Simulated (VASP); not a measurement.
# Be (Fm-3m) in VASP: a series of runs, part 2 of 2

VASP 6.6.1. The steps go on from the part before.

### 3 Single point, r2SCAN (7.88 Å³/atom)

This run uses another cell than the first one, of 7.88 Å³/atom.

Input file POSCAR:

```
Be
1.0
    0.0000000000      1.5797401816      1.5797401816
    1.5797401816      0.0000000000      1.5797401816
    1.5797401816      1.5797401816      0.0000000000
Be
1
Direct
    0.0000000000      0.0000000000      0.0000000000
```

Input file INCAR.step1:

```
PREC     = Accurate       # precision mode
ENCUT    = 520            # plane-wave cutoff, eV
ISMEAR   = -1             # smearing method
SIGMA    = 0.1            # smearing width, eV
LREAL    = False          # projectors in reciprocal space
LASPH    = True           # aspherical terms in the spheres
NELM     = 60             # most SCF steps
NBANDS   = 7              # bands
GGA      = PE             # functional
ALGO     = Normal         # electronic algorithm
EDIFF    = 1E-4           # SCF threshold, eV
LWAVE    = True           # write WAVECAR
LCHARG   = False          # write CHGCAR
```

Input file INCAR.step2:

```
PREC     = Accurate       # precision mode
ENCUT    = 520            # plane-wave cutoff, eV
EDIFF    = 1E-6           # SCF threshold, eV
ISMEAR   = -1             # smearing method
SIGMA    = 0.1            # smearing width, eV
LREAL    = False          # projectors in reciprocal space
LASPH    = True           # aspherical terms in the spheres
NELM     = 60             # most SCF steps
ALGO     = Normal         # electronic algorithm
ISIF     = 2              # what is computed and relaxed
LWAVE    = False          # write WAVECAR
LCHARG   = False          # write CHGCAR
METAGGA  = R2SCAN         # meta-GGA
LMIXTAU  = True         
NBANDS   = 7              # bands
ISTART   = 1
```

Input file KPOINTS:

```
Automatic mesh
0
Gamma
  19 19 19
```

Potentials or basis: VASP PAW PBE potentials, release 64 (Be).

Started as:

```bash
> cat potpaw_PBE.64/Be/POTCAR > POTCAR
> cp INCAR.step1 INCAR
> mpirun -np 1 vasp_std > vasp.out
> cp INCAR.step2 INCAR
> mpirun -np 1 vasp_std > vasp.out
```

OUTCAR:

```text
PREC = Accurate
   ENCUT = 520
   EDIFF = 1E-6
   ISMEAR = -1
   LREAL = False
   LASPH = True
   NELM = 60
   ISIF = 2
   METAGGA = R2SCAN
   ISTART = 1

 ion  position               nearest neighbor table
   1  0.000  0.000  0.000-

  LATTYP: Found a face centered cubic cell.
 ALAT       =     3.1594803632

  Lattice vectors:

 A1 = (   0.0000000000,   1.5797401816,   1.5797401816)
 A2 = (   1.5797401816,   0.0000000000,   1.5797401816)
 A3 = (   1.5797401816,   1.5797401816,   0.0000000000)

Analysis of symmetry for initial positions (statically):
=====================================================================
 Subroutine PRICEL returns:
 Original cell was already a primitive cell.

 Routine SETGRP: Setting up the symmetry group for a
 face centered cubic supercell.

 Subroutine GETGRP returns: Found 48 space group operations
 (whereof 48 operations were pure point group operations)
 out of a pool of 48 trial point group operations.

The static configuration has the point symmetry O_h .

Analysis of symmetry for dynamics (positions and initial velocities):
[... 159 lines left out ...]
 val. band max:        7.3668529120   @ k =  -0.3158   0.4211   0.1053
 cond. band min:       7.6383878327   @ k =  -0.4737   0.0526   0.0000
 fundamental gap:      0.2715349207
 Fermi energy:         7.5950366196

 k-point     1 :       0.0000    0.0000    0.0000
  band No.  band energies     occupation
      1      -5.1069      2.00000
      2      28.7448      0.00000
      3      28.7448      0.00000
      4      28.7448      0.00000
      5      38.1835      0.00000
      6      38.1835      0.00000
      7      38.1835      0.00000
[... 221 lines left out ...]
 k-point    24 :      -0.2632    0.0526    0.0000
  band No.  band energies     occupation
      1      -2.2104      2.00000
      2      15.8009      0.00000
      3      24.8964      0.00000
      4      27.1718      0.00000
      5      36.6677      0.00000
      6      37.6264      0.00000
      7      39.3612      0.00000

 [... further k-points ...]

------------------------ aborting loop because EDIFF is reached ----------------------------------------

  FORCE on cell =-STRESS in cart. coord.  units (eV):
  Direction    XX          YY          ZZ          XY          YZ          ZX
  --------------------------------------------------------------------------------------
  -------------------------------------------------------------------------------------
  Total        0.0076423      0.0076423      0.0076423      0.0000000      0.0000000      0.0000000
  in kB        1.5529204      1.5529204      1.5529204      0.0000000      0.0000000      0.0000000
  external PRESSURE =       1.5529204 kB  Pullay stress =       0.0000000 kB

 VOLUME and BASIS-vectors are now :
 -----------------------------------------------------------------------------
  energy-cutoff  :      520.00
  volume of cell :        7.88
      direct lattice vectors                 reciprocal lattice vectors
     0.000000000  1.579740182  1.579740182    -0.316507743  0.316507743  0.316507743
     1.579740182  0.000000000  1.579740182     0.316507743 -0.316507743  0.316507743
     1.579740182  1.579740182  0.000000000     0.316507743  0.316507743 -0.316507743

 POSITION                                       TOTAL-FORCE (eV/Angst)
 -----------------------------------------------------------------------------------
      0.00000      0.00000      0.00000         0.000000      0.000000      0.000000
 -----------------------------------------------------------------------------------
    total drift:                               -0.000000     -0.000000     -0.000000

  FREE ENERGIE OF THE ION-ELECTRON SYSTEM (eV)
  ---------------------------------------------------
  free  energy   TOTEN  =        -4.2584056724 eV

  energy  without entropy=       -4.2555826872  energy(sigma->0) =       -4.25699418
```

OUTCAR.step1:

```text
PREC = Accurate
   ENCUT = 520
   ISMEAR = -1
   LREAL = False
   LASPH = True
   NELM = 60
[... 455 lines left out ...]
 POSITION                                       TOTAL-FORCE (eV/Angst)
 -----------------------------------------------------------------------------------
      0.00000      0.00000      0.00000         0.000000     -0.000000      0.000000
 -----------------------------------------------------------------------------------
    total drift:                                0.000000     -0.000000     -0.000000

  FREE ENERGIE OF THE ION-ELECTRON SYSTEM (eV)
  ---------------------------------------------------
  free  energy   TOTEN  =        -3.6885771324 eV

  energy  without entropy=       -3.6857535736  energy(sigma->0) =       -3.68716535
```

OSZICAR.step1:

```text
N       E                     dE             d eps       ncg     rms          rms(c)
DAV:   1    -0.225723780664E+01   -0.22572E+01   -0.12129E+03  3283   0.241E+02
DAV:   2    -0.371626461293E+01   -0.14590E+01   -0.14128E+01  4172   0.272E+01
DAV:   3    -0.371897459884E+01   -0.27100E-02   -0.27093E-02  3689   0.104E+00
DAV:   4    -0.371897499999E+01   -0.40114E-06   -0.40123E-06  4739   0.128E-02
DAV:   5    -0.371897500019E+01   -0.20872E-09   -0.52684E-11  3591   0.315E-05    0.787E-01
DAV:   6    -0.369709538380E+01    0.21880E-01   -0.26151E-03  3647   0.490E-01    0.484E-01
DAV:   7    -0.368857817007E+01    0.85172E-02   -0.24485E-03  3521   0.496E-01    0.254E-02
DAV:   8    -0.368857713243E+01    0.10376E-05   -0.22028E-06  3248   0.958E-03
   1 F= -.36885771E+01 E0= -.36871654E+01  d E =-.282356E-02
```

Wall time 76 s (1 thread of AMD EPYC 7R13, shared host); peak memory 0.09 GiB.

What came out:

- Free energy: -4.2584 eV
- Pressure: 0.2 GPa
- Band gap on the k mesh: zero (bands 1 and 2 overlap by 0.75 eV)

Caveat: the PAW data sets were made with another functional, which shifts forces and pressure a little.

### 4 Single point, r2SCAN (8.20 Å³/atom)

This run uses another cell than the first one, of 8.20 Å³/atom.

Input file POSCAR:

```
Be
1.0
    0.0000000000      1.6005286206      1.6005286206
    1.6005286206      0.0000000000      1.6005286206
    1.6005286206      1.6005286206      0.0000000000
Be
1
Direct
    0.0000000000      0.0000000000      0.0000000000
```

Input file INCAR.step1:

```
ALGO     = Normal         # electronic algorithm
EDIFF    = 1E-4           # SCF threshold, eV
ENCUT    = 520            # plane-wave cutoff, eV
GGA      = PE             # functional
ISMEAR   = -1             # smearing method
LASPH    = T              # aspherical terms in the spheres
LCHARG   = F              # write CHGCAR
LREAL    = F              # projectors in reciprocal space
LWAVE    = T              # write WAVECAR
NBANDS   = 7              # bands
NELM     = 80             # most SCF steps
PREC     = Accurate       # precision mode
SIGMA    = 0.1            # smearing width, eV
```

Input file INCAR.step2:

```
ALGO     = Normal         # electronic algorithm
EDIFF    = 1E-6           # SCF threshold, eV
ENCUT    = 520            # plane-wave cutoff, eV
ISIF     = 2              # what is computed and relaxed
ISMEAR   = -1             # smearing method
ISTART   = 1            
LASPH    = T              # aspherical terms in the spheres
LCHARG   = T              # write CHGCAR
LELF     = T              # ELF
LMIXTAU  = T            
LREAL    = F              # projectors in reciprocal space
LVHAR    = T            
LWAVE    = F              # write WAVECAR
METAGGA  = R2SCAN         # meta-GGA
NBANDS   = 7              # bands
NELM     = 80             # most SCF steps
PREC     = Accurate       # precision mode
SIGMA    = 0.1            # smearing width, eV
```

Input file KPOINTS:

```
k-points
0
Gamma
  19 19 19
```

Started as:

```bash
> cat potpaw_PBE.64/Be/POTCAR > POTCAR
> cp INCAR.step1 INCAR
> mpirun -np 1 vasp_std > vasp.out
> cp INCAR.step2 INCAR
> mpirun -np 1 vasp_std > vasp.out
```

Run time: 74 s. Hardware: 1 thread of AMD EPYC 7R13, shared host; peak memory 0.09 GiB.

Results (log left out):

* Free energy: -4.2541 eV
* Pressure: -4.3 GPa
* Band gap on the k mesh: zero (bands 1 and 2 overlap by 0.85 eV)

Levels at points of the mesh, in eV from the Fermi level:
```csv
k point,band 1,band 2,band 3,band 4
"(0.00, 0.00, 0.00)",-12.40,20.59,20.59,20.59
```

Caveat: the cell stands under tension; the PAW data sets were made with another functional, which shifts forces and pressure a little.

### 5 The runs side by side

```tsv
cell	gap on the mesh (eV)	pressure (GPa)
a = 2.204 Å, angles 60.0°, 1 atom	none	5.5
a = 2.234 Å, angles 60.0°, 1 atom	none	0.2
a = 2.263 Å, angles 60.0°, 1 atom	none	-4.3
```

Alike in all rows: task single point; level r2SCAN; potentials or basis VASP PAW PBE potentials, release 64 (Be); no spin polarisation; k mesh 19 × 19 × 19; cutoff (eV) 520; smearing fermi-dirac 0.1 eV.

Caveats: the PAW data sets were made with another functional, which shifts forces and pressure a little; the cell stands under pressure (at least some runs); the cell stands under tension (at least some runs).

Total energies depend on the potentials used, so only differences within one code and one set of settings carry meaning.
